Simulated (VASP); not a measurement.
# AlGa3N4 (Pm) in VASP: a series of runs, part 2 of 2

VASP 6.6.1. Earlier steps stand in the parts before.

## (5) Single point, PBEsol

This run uses another cell than the first one, of 10.22 Å³/atom.

INCAR

```
SYSTEM = AlGa3N4
PREC     = Accurate       ! precision mode
ENCUT    = 520            ! plane-wave cutoff, eV
EDIFF    = 1E-6           ! SCF threshold, eV
ISMEAR   = 0              ! smearing method
SIGMA    = 0.02           ! smearing width, eV
LREAL    = .False.        ! projectors in reciprocal space
LASPH    = .True.         ! aspherical terms in the spheres
NELM     = 100            ! most SCF steps
ALGO     = Normal         ! electronic algorithm
ISIF     = 2              ! what is computed and relaxed
LWAVE    = .False.        ! write WAVECAR
LCHARG   = .False.        ! write CHGCAR
GGA      = PS             ! functional
NBANDS   = 41             ! bands
```

KPOINTS

```
regular mesh
0
Gamma
  6 8 6
  0 0 0
```

POSCAR

```
AlGa3N4
1.0
    4.9945243377      0.0000000000     -0.0004067506
    0.0000000000      3.0757177235      0.0000000000
   -0.0040417044      0.0000000000      5.3219459623
Al Ga N
1 3 4
Direct
    0.0010569687      0.5000000000      0.6675532861
    0.4990099025      0.5000000000      0.3352075459
    0.4987172513      0.0000000000      0.8312235203
    0.9997702745      0.0000000000      0.1659571655
    0.1194576023      0.5000000000      0.3401641680
    0.1175361388      0.0000000000      0.8262608653
    0.6202402306      0.0000000000      0.1660942436
    0.6318116413      0.5000000000      0.6675402056
```

Potentials or basis: VASP PAW PBE potentials, release 64 (Al, Ga_d, N).

Command:

```
$ cat potpaw_PBE.64/Al/POTCAR potpaw_PBE.64/Ga_d/POTCAR potpaw_PBE.64/N/POTCAR > POTCAR
$ mpirun -np 1 vasp_std > vasp.out
```

OUTCAR:

```text
SYSTEM = AlGa3N4
   PREC = Accurate
   ENCUT = 520
   EDIFF = 1E-6
   ISMEAR = 0
   LREAL = .False.
   LASPH = .True.
   NELM = 100
   ISIF = 2
   GGA = PS

 ion  position               nearest neighbor table
   1  0.001  0.500  0.668-   5 1.84   8 1.84   6 1.85   6 1.85   3 3.05   3 3.05   2 3.05   4 3.07
                             4 3.07   2 3.07   3 3.07   3 3.07   4 3.08   4 3.08
   2  0.499  0.500  0.335-   7 1.88   7 1.88   8 1.89   5 1.90   1 3.05   1 3.07
   3  0.499  0.000  0.831-   7 1.88   8 1.89   8 1.89   6 1.90   1 3.05   1 3.05   1 3.07   1 3.07

   4  1.000  0.000  0.166-   5 1.89   5 1.89   7 1.90   6 1.90   1 3.07   1 3.07   1 3.08   1 3.08

[... 1276 lines left out ...]
  in kB      198.2423432    197.6988020    197.7636986      0.0000000      0.0000000     -0.0800605
  external PRESSURE =     197.9016146 kB  Pullay stress =       0.0000000 kB

 VOLUME and BASIS-vectors are now :
 -----------------------------------------------------------------------------
  energy-cutoff  :      520.00
  volume of cell :       81.75
      direct lattice vectors                 reciprocal lattice vectors
     4.994524338  0.000000000 -0.000406751     0.200219279  0.000000000  0.000152055
     0.000000000  3.075717723  0.000000000     0.000000000  0.325127365  0.000000000
    -0.004041704  0.000000000  5.321945962     0.000015303  0.000000000  0.187901205

 POSITION                                       TOTAL-FORCE (eV/Angst)
 -----------------------------------------------------------------------------------
      0.00258      1.53786      3.55268        -0.004147      0.000000      0.000753
      2.49096      1.53786      1.78375         0.003350      0.000000     -0.003816
      2.48750      0.00000      4.42352         0.003746      0.000000      0.002933
      4.99271      0.00000      0.88281        -0.006675      0.000000      0.003720
      0.59526      1.53786      1.81029         0.010878      0.000000     -0.021701
      0.58370      0.00000      4.39727         0.016523      0.000000      0.016450
      3.09713      0.00000      0.88369        -0.001581      0.000000     -0.000067
      3.15290      1.53786      3.55236        -0.022094      0.000000      0.001727
 -----------------------------------------------------------------------------------
    total drift:                                0.000639      0.000000      0.000320

  FREE ENERGIE OF THE ION-ELECTRON SYSTEM (eV)
  ---------------------------------------------------
  free  energy   TOTEN  =       -54.6010283669 eV

  energy  without entropy=      -54.6010283669  energy(sigma->0) =      -54.60102837
```

It took 7.1 min on 1 thread of Oxide Virtual Turin-like, shared host; peak memory 0.34 GiB.

What came out:

```yaml
Free_energy: -54.6010 eV
Pressure: 19.8 GPa
Largest_force: 0.024 eV/Å
Band_gap_on_the_k_mesh: 2.98 eV
```

Forces in eV/Å, atoms in the order of the input:
```
Al  -0.004  0.000  0.001
Ga   0.003  0.000 -0.004
Ga   0.004  0.000  0.003
Ga  -0.007  0.000  0.004
N    0.011  0.000 -0.022
N    0.017  0.000  0.016
N   -0.002  0.000  0.000
N   -0.022  0.000  0.002
```

Levels at points of the mesh, in eV from the valence-band top:
```
           k point  band 29  band 30  band 31  band 32  band 33  band 34
(0.00, 0.00, 0.00)    -0.11    -0.03     0.00     2.98     5.17     5.44
(0.50, 0.00, 0.00)    -0.77    -0.38    -0.38     4.67     4.84     5.16
(0.00, 0.50, 0.00)    -2.27    -2.03    -1.99     5.59     5.62     7.57
(0.50, 0.50, 0.00)    -1.64    -1.58    -1.57     6.06     6.21     6.33
(0.00, 0.00, 0.50)    -0.69    -0.65    -0.36     5.11     5.23     6.65
(0.50, 0.00, 0.50)    -1.31    -1.25    -1.20     5.67     5.77     5.87
(0.00, 0.50, 0.50)    -2.40    -1.09    -0.95     5.07     5.35     5.87
(0.50, 0.50, 0.50)    -1.92    -1.82    -1.79     4.57     4.64     4.75
```

Caveat: the cell stands under pressure; the PAW data sets were made with another functional, which shifts forces and pressure a little. A k mesh can miss the band edges.

## (6) Single point, PBEsol (biaxial strain in the a-b plane: -1.5 %, then relaxed in part)

INCAR

```
PREC = Accurate ; ENCUT = 520
EDIFF = 1E-6 ; ISMEAR = 0
SIGMA = 0.02 ; LREAL = F
LASPH = T ; NELM = 60
ALGO = Normal ; ISIF = 2
LWAVE = F ; LCHARG = T
GGA = PS ; LELF = T
LVHAR = T ; NBANDS = 41
```

KPOINTS

```
regular mesh
0
Gamma
  6 8 6
```

POSCAR

```
AlGa3N4
1.0
    5.0652158913      0.0000000000      0.0006376237
    0.0000000000      3.1175100280      0.0000000000
   -0.0027085410      0.0000000000      5.5328833983
Al Ga N
1 3 4
Direct
    0.0016534314      0.5000000000      0.6667947422
    0.5002918716      0.5000000000      0.3357496879
    0.5001304188      0.0000000000      0.8324071223
    1.0011328698      0.0000000000      0.1653054391
    0.1183970498      0.5000000000      0.3424609837
    0.1165396214      0.0000000000      0.8288605914
    0.6193907307      0.0000000000      0.1636323794
    0.6300640165      0.5000000000      0.6647900541
```

Potentials or basis: VASP PAW PBE potentials, release 64 (Al, Ga_d, N).

Command:

```
$ cat potpaw_PBE.64/Al/POTCAR potpaw_PBE.64/Ga_d/POTCAR potpaw_PBE.64/N/POTCAR > POTCAR
$ mpirun -np 1 vasp_std > vasp.out
```

OUTCAR:

```text
PREC = Accurate
   ENCUT = 520
   EDIFF = 1E-6
   ISMEAR = 0
   LREAL = F
   LASPH = T
   NELM = 60
   ISIF = 2
   GGA = PS

 ion  position               nearest neighbor table
   1  0.002  0.500  0.667-   8 1.88   5 1.89   6 1.89   6 1.89   3 3.11   3 3.11   3 3.12   3 3.12
                             2 3.12   2 3.13
   2  0.500  0.500  0.336-   7 1.92   7 1.92   5 1.93   8 1.94   1 3.12   1 3.13
   3  0.500  0.000  0.832-   7 1.93   8 1.93   8 1.93   6 1.94   1 3.11   1 3.11   1 3.12   1 3.12

   4  0.001  0.000  0.165-   7 1.93   5 1.93   5 1.93   6 1.95
   5  0.118  0.500  0.342-   1 1.89   4 1.93   4 1.93   2 1.93
   6  0.117  0.000  0.829-   1 1.89   1 1.89   3 1.94   4 1.95
[... 1274 lines left out ...]
  in kB       62.6661126     55.4702690     -1.9214305      0.0000000      0.0000000      0.0072157
  external PRESSURE =      38.7383171 kB  Pullay stress =       0.0000000 kB

 VOLUME and BASIS-vectors are now :
 -----------------------------------------------------------------------------
  energy-cutoff  :      520.00
  volume of cell :       87.37
      direct lattice vectors                 reciprocal lattice vectors
     5.065215891  0.000000000  0.000637624     0.197424939  0.000000000  0.000096646
     0.000000000  3.117510028  0.000000000     0.000000000  0.320768816  0.000000000
    -0.002708541  0.000000000  5.532883398    -0.000022752  0.000000000  0.180737577

 POSITION                                       TOTAL-FORCE (eV/Angst)
 -----------------------------------------------------------------------------------
      0.00657      1.55876      3.68930         0.001026      0.000000     -0.001475
      2.53318      1.55876      1.85798         0.001485      0.000000     -0.003585
      2.53101      0.00000      4.60593         0.003845      0.000000      0.001505
      0.00529      0.00000      0.91462        -0.005668      0.000000      0.004970
      0.59878      1.55876      1.89487         0.005578      0.000000     -0.009744
      0.58805      0.00000      4.58606         0.007601      0.000000      0.006709
      3.13690      0.00000      0.90575        -0.000402      0.000000      0.000535
      3.18961      1.55876      3.67861        -0.013466      0.000000      0.001084
 -----------------------------------------------------------------------------------
    total drift:                               -0.000724      0.000000     -0.000764

  FREE ENERGIE OF THE ION-ELECTRON SYSTEM (eV)
  ---------------------------------------------------
  free  energy   TOTEN  =       -54.9769858970 eV

  energy  without entropy=      -54.9769858970  energy(sigma->0) =      -54.97698590
```

OSZICAR:

```text
N       E                     dE             d eps       ncg     rms          rms(c)
DAV:   1     0.631597687600E+03    0.63160E+03   -0.28055E+04  9234   0.261E+03
DAV:   2     0.529068144135E+02   -0.57869E+03   -0.53814E+03  8720   0.646E+02
DAV:   3    -0.552730864427E+02   -0.10818E+03   -0.10532E+03  9329   0.196E+02
DAV:   4    -0.627655949465E+02   -0.74925E+01   -0.74281E+01 11196   0.551E+01
DAV:   5    -0.629598312554E+02   -0.19424E+00   -0.19396E+00 10005   0.868E+00    0.152E+01
DAV:   6    -0.548504735630E+02    0.81094E+01   -0.22390E+01 15082   0.589E+01    0.456E+00
DAV:   7    -0.550699735315E+02   -0.21950E+00   -0.40978E+00  9628   0.112E+01    0.393E+00
DAV:   8    -0.550128780806E+02    0.57095E-01   -0.51632E-01 12811   0.933E+00    0.106E+00
DAV:   9    -0.549757727286E+02    0.37105E-01   -0.14727E-01 13774   0.638E+00    0.415E-01
DAV:  10    -0.549768302000E+02   -0.10575E-02   -0.17400E-02  9724   0.997E-01    0.192E-01
DAV:  11    -0.549769550106E+02   -0.12481E-03   -0.12892E-03 12381   0.831E-01    0.529E-02
DAV:  12    -0.549769707805E+02   -0.15770E-04   -0.29712E-04 12759   0.416E-01    0.188E-02
DAV:  13    -0.549769851046E+02   -0.14324E-04   -0.13279E-04 10620   0.775E-02    0.105E-02
DAV:  14    -0.549769858970E+02   -0.79242E-06   -0.37381E-06  9751   0.458E-02
   1 F= -.54976986E+02 E0= -.54976986E+02  d E =-.158892E-20
```

Wall time 6.3 min (1 thread of Oxide Virtual Turin-like, shared host); peak memory 0.36 GiB.

Results:

- Free energy: -54.9770 eV
- Pressure: 3.9 GPa
- Largest force: 0.014 eV/Å
- Band gap on the k mesh: 2.47 eV

Forces on the atoms (eV/Å):
```
Al   0.001  0.000 -0.001
Ga   0.001  0.000 -0.004
Ga   0.004  0.000  0.002
Ga  -0.006  0.000  0.005
N    0.006  0.000 -0.010
N    0.008  0.000  0.007
N    0.000  0.000  0.001
N   -0.013  0.000  0.001
```

Caveat: the cell differs from its parent crystal (biaxial strain in the a-b plane: -1.5 %, then relaxed in part); the stress differs along the axes, from -0 to 6 GPa; the PAW data sets were made with another functional, which shifts forces and pressure a little.

## (7) Single point, PBEsol (biaxial strain in the a-b plane: -1.5 %)

INCAR

```
  PREC = Accurate
  ENCUT = 520
  EDIFF = 1E-7
  ISMEAR = 0
  SIGMA = 0.02
  LREAL = False
  LASPH = True
  NELM = 60
  ALGO = Normal
  ISIF = 2
  LWAVE = False
  LCHARG = False
  GGA = PS
  NBANDS = 41
```

KPOINTS is that of step 6.

POSCAR

```
AlGa3N4
1.0
    5.0652159314      0.0000000000      0.0000000000
    0.0000000000      3.1175100280      0.0000000000
   -0.0034043962      0.0000000000      5.5278006679
Al Ga N
1 3 4
Direct
    0.0006034217      0.5000000000      0.6673576242
    0.4991167032      0.5000000000      0.3349195796
    0.4990273850      0.0000000000      0.8315569997
    0.9998617817      0.0000000000      0.1661805294
    0.1196687535      0.5000000000      0.3400974164
    0.1176459792      0.0000000000      0.8263760592
    0.6204436396      0.0000000000      0.1662162867
    0.6312323461      0.5000000000      0.6672965048
```

Potentials or basis: VASP PAW PBE potentials, release 64 (Al, Ga_d, N).

Command:

```
$ cat potpaw_PBE.64/Al/POTCAR potpaw_PBE.64/Ga_d/POTCAR potpaw_PBE.64/N/POTCAR > POTCAR
$ mpirun -np 1 vasp_std > vasp.out
```

OUTCAR:

```text
PREC = Accurate
   ENCUT = 520
   EDIFF = 1E-7
   ISMEAR = 0
   LREAL = False
   LASPH = True
   NELM = 60
   ISIF = 2
   GGA = PS

 ion  position               nearest neighbor table
   1  0.001  0.500  0.667-   8 1.87   6 1.88   6 1.88   5 1.91   3 3.10   3 3.10   3 3.12   3 3.12
                             2 3.12   2 3.13
   2  0.499  0.500  0.335-   7 1.92   7 1.92   5 1.92   8 1.96   1 3.12   1 3.13
   3  0.499  0.000  0.832-   8 1.92   8 1.92   6 1.93   7 1.95   1 3.10   1 3.10   1 3.12   1 3.12

   4  1.000  0.000  0.166-   7 1.92   5 1.93   5 1.93   6 1.97
   5  0.120  0.500  0.340-   1 1.91   2 1.92   4 1.93   4 1.93
   6  0.118  0.000  0.826-   1 1.88   1 1.88   3 1.93   4 1.97
   7  0.620  0.000  0.166-   2 1.92   2 1.92   4 1.92   3 1.95
   8  0.631  0.500  0.667-   1 1.87   3 1.92   3 1.92   2 1.96

  LATTYP: Found a simple monoclinic cell.
 ALAT       =     5.0652159314
 B/A-ratio  =     0.6154742602
 C/A-ratio  =     1.0913259753
 COS(beta)  =    -0.0006158680

  Lattice vectors:
[... 195 lines left out ...]
 cond. band min:       8.1928336621   @ k =   0.0000   0.0000   0.0000
 fundamental gap:      2.4881228229
 Fermi energy:         5.8234838277

 k-point     1 :       0.0000    0.0000    0.0000
  band No.  band energies     occupation
      1     -10.3417      2.00000
      2      -9.3121      2.00000
      3      -9.1262      2.00000
      4      -8.8122      2.00000
      5      -7.5909      2.00000
      6      -7.5765      2.00000
[... 1045 lines left out ...]
     40      15.7353      0.00000
     41      16.0693      0.00000

 [... further k-points ...]

------------------------ aborting loop because EDIFF is reached ----------------------------------------

  FORCE on cell =-STRESS in cart. coord.  units (eV):
  Direction    XX          YY          ZZ          XY          YZ          ZX
  --------------------------------------------------------------------------------------
  -------------------------------------------------------------------------------------
  Total        4.0782596      3.5502719     -0.7649280      0.0000000      0.0000000     -0.0160361
  in kB       74.8561092     65.1649397    -14.0401879      0.0000000      0.0000000     -0.2943422
  external PRESSURE =      41.9936203 kB  Pullay stress =       0.0000000 kB

 VOLUME and BASIS-vectors are now :
 -----------------------------------------------------------------------------
  energy-cutoff  :      520.00
  volume of cell :       87.29
      direct lattice vectors                 reciprocal lattice vectors
     5.065215931  0.000000000  0.000000000     0.197424950  0.000000000  0.000121588
     0.000000000  3.117510028  0.000000000     0.000000000  0.320768816  0.000000000
    -0.003404396  0.000000000  5.527800668     0.000000000  0.000000000  0.180903774

 POSITION                                       TOTAL-FORCE (eV/Angst)
 -----------------------------------------------------------------------------------
      0.00078      1.55876      3.68902         0.159466      0.000000     -0.195013
      2.52699      1.55876      1.85137         0.145499      0.000000      0.206661
      2.52485      0.00000      4.59668         0.127331      0.000000      0.207181
      5.06395      0.00000      0.91861         0.128276      0.000000     -0.200413
      0.60499      1.55876      1.87999        -0.150774      0.000000      0.233551
      0.59309      0.00000      4.56804        -0.112508      0.000000      0.232077
      3.14212      0.00000      0.91881        -0.132253      0.000000     -0.253985
      3.19506      1.55876      3.68868        -0.165037      0.000000     -0.230060
 -----------------------------------------------------------------------------------
    total drift:                               -0.000002      0.000000     -0.000219

  FREE ENERGIE OF THE ION-ELECTRON SYSTEM (eV)
  ---------------------------------------------------
  free  energy   TOTEN  =       -54.9656947184 eV

  energy  without entropy=      -54.9656947184  energy(sigma->0) =      -54.96569472
```

stdout:

```text
POSCAR found type information on POSCAR AlGaN
 POSCAR found :  3 types and       8 ions
 scaLAPACK will be used
 -----------------------------------------------------------------------------
|                                                                             |
|                                                                             |
|     You enforced a specific xc type in the INCAR file but a different       |
|     I HOPE YOU KNOW WHAT YOU ARE DOING!                                     |
|                                                                             |
 -----------------------------------------------------------------------------

 LDA part: xc-table for (Slater+PW92), standard interpolation
 POSCAR, INCAR and KPOINTS ok, starting setup
 FFT: planning ... GRIDC
 FFT: planning ... GRID_SOFT
 FFT: planning ... GRID
 WAVECAR not read
 entering main loop
```

Wall time 6.3 min (1 thread of Oxide Virtual Turin-like, shared host); peak memory 0.36 GiB.

What came out:

```yaml
Free_energy: -54.9657 eV
Pressure: 4.2 GPa
Largest_force: 0.286 eV/Å
Band_gap_on_the_k_mesh: 2.49 eV
```

Forces in eV/Å, atoms in the order of the input:
```
Al   0.159  0.000 -0.195
Ga   0.145  0.000  0.207
Ga   0.127  0.000  0.207
Ga   0.128  0.000 -0.200
N   -0.151  0.000  0.234
N   -0.113  0.000  0.232
N   -0.132  0.000 -0.254
N   -0.165  0.000 -0.230
```

Stress tensor (GPa, compression positive):
```
 7.49  0.00 -0.03
 0.00  6.52  0.00
-0.03  0.00 -1.40
```

Caveat: the cell differs from its parent crystal (biaxial strain in the a-b plane: -1.5 %); the stress differs along the axes, from -1 to 7 GPa; the PAW data sets were made with another functional, which shifts forces and pressure a little.

## (8) Overview

```csv
cell,gap on the mesh (eV),pressure (GPa),largest force (eV/Å)
"a = 5.065, b = 3.118, c = 5.533 Å, 8 atoms, atomic positions A",2.47,3.9,0.01
"a = 5.142, b = 3.165, c = 5.478 Å, 8 atoms, atomic positions B",2.38,-0.1,0.01
"a = 4.995, b = 3.076, c = 5.322 Å, 8 atoms, atomic positions C",2.98,19.8,0.02
"a = 5.065, b = 3.118, c = 5.528 Å, 8 atoms, atomic positions B",2.49,4.2,0.29
```

Alike in all rows: task single point; level PBEsol; potentials or basis VASP PAW PBE potentials, release 64 (Al, Ga_d, N); no spin polarisation; k mesh 6 × 8 × 6; cutoff (eV) 520; smearing gaussian 0.02 eV.

Caveats: the PAW data sets were made with another functional, which shifts forces and pressure a little; the stress differs along the axes, from -0 to 6 GPa (at least some runs); the cell stands under pressure (at least some runs); the stress differs along the axes, from -1 to 7 GPa (at least some runs).

Absolute energies hang on the potentials; compare differences alone.
